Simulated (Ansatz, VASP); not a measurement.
## HfSi53: VASP beside Ansatz

```
Hf Si
1.0
     0.00000    8.14068    8.14068
     8.14068    0.00000    8.14068
     8.14068    8.14068    0.00000
Hf Si
1 53
Direct
  0.24993 0.25023 0.24940
  0.25149 0.25134 0.58411
  0.25157 0.25141 0.91300
  0.25137 0.58356 0.25133
  0.24999 0.58327 0.58319
  0.25131 0.58421 0.91284
  0.25139 0.91268 0.25136
  0.25123 0.91327 0.58391
  0.24965 0.91663 0.91682
  0.58426 0.25152 0.25129
  0.58341 0.25010 0.58317
  0.58420 0.25165 0.91276
  0.58322 0.58340 0.24987
  0.58318 0.58358 0.58310
  0.58366 0.58373 0.91614
  0.58355 0.91361 0.25123
  0.58361 0.91642 0.58357
  0.58366 0.91638 0.91615
  0.91330 0.25153 0.25135
  0.91320 0.25160 0.58385
  0.91688 0.24975 0.91677
  0.91250 0.58459 0.25127
  0.91625 0.58372 0.58357
  0.91626 0.58381 0.91615
  0.91668 0.91680 0.24969
  0.91632 0.91636 0.58357
  0.91660 0.91699 0.91668
  0.15857 0.15790 0.15829
  0.15863 0.15869 0.52425
  0.16741 0.16719 0.83273
  0.15775 0.52505 0.15816
  0.16570 0.50023 0.50029
  0.16570 0.50036 0.83338
  0.16722 0.83226 0.16734
  0.16575 0.83345 0.50028
  0.16716 0.83283 0.83256
  0.52474 0.15896 0.15810
  0.50041 0.16585 0.50023
  0.50052 0.16582 0.83335
  0.50032 0.50040 0.16558
  0.49996 0.50008 0.49984
  0.50026 0.50058 0.83327
  0.50027 0.83359 0.16558
  0.50015 0.83381 0.50019
  0.49969 0.83345 0.83331
  0.83288 0.16734 0.16730
  0.83362 0.16581 0.50029
  0.83282 0.16753 0.83249
  0.83341 0.50050 0.16558
  0.83337 0.50055 0.50019
  0.83342 0.49979 0.83330
  0.83223 0.83317 0.16721
  0.83334 0.83346 0.49970
  0.83338 0.83356 0.83328
```

Alike in both runs: task single point; functional PBE; k mesh 1 × 1 × 1; occupations gaussian, width 0.05 eV; collinear spin.

|  | VASP | Ansatz |
| --- | --- | --- |
| version | VASP 6.6.1 | Ansatz 0.2.0 |
| potentials or method | VASP PAW PBE potentials, release 64 (Hf_pv, Si), cutoff 520 eV | scalar-relativistic, plane waves, PAW |
| valence electrons in the cell | 222 | 238 |

|  | VASP | Ansatz | Ansatz less VASP |
| --- | --- | --- | --- |
| gap on the k mesh at the Fermi level (eV) | 0.59 | 0.59 | -0.003 |
| rms of the force components (eV/Å) | 0.007 | 0.006 | -0.0008 |
| net moment per atom (μB) | 0.00 | 0.00 | 0.000 |

Atom by atom the forces differ by 0.002 eV/Å (rms over components). VASP's potentials hold 222 valence electrons a cell and Ansatz's 238, so a difference there can come from the potentials and not from the codes. Ansatz's warnings: seeded moment not kept.

Neither program's run includes spin-orbit coupling.
